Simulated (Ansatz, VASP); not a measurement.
Two plane-wave programs on K2S

```xyz
3
Lattice="0.0000 3.7027 3.7027 3.7027 0.0000 3.7027 3.7027 3.7027 0.0000" Properties=species:S:1:pos:R:3 pbc="T T T"
K     1.8514    1.8514    1.8514
K     5.5541    5.5541    5.5541
S     0.0000    0.0000    0.0000
```

Alike in both runs: task single point; functional PBEsol; dispersion D4; k mesh 4 × 4 × 4; no spin polarisation.

```csv
,VASP,Ansatz
version,VASP 6.6.1,Ansatz 0.2.0
potentials or method,"VASP PAW PBE potentials, release 64 (K_sv, S)",plane waves
plane-wave cutoff (eV),500,420
occupations,"gaussian, width 0.01 eV",fixed
valence electrons in the cell,24,24
```

VASP gave:

* gap on the k mesh at the Fermi level (eV): 2.28
* pressure (GPa): -0.8

Task: What did Ansatz give for the same quantities?

Result: gap on the k mesh at the Fermi level (eV): 2.28; pressure (GPa): -0.9.

VASP's potentials were made for PBE, not for PBEsol.
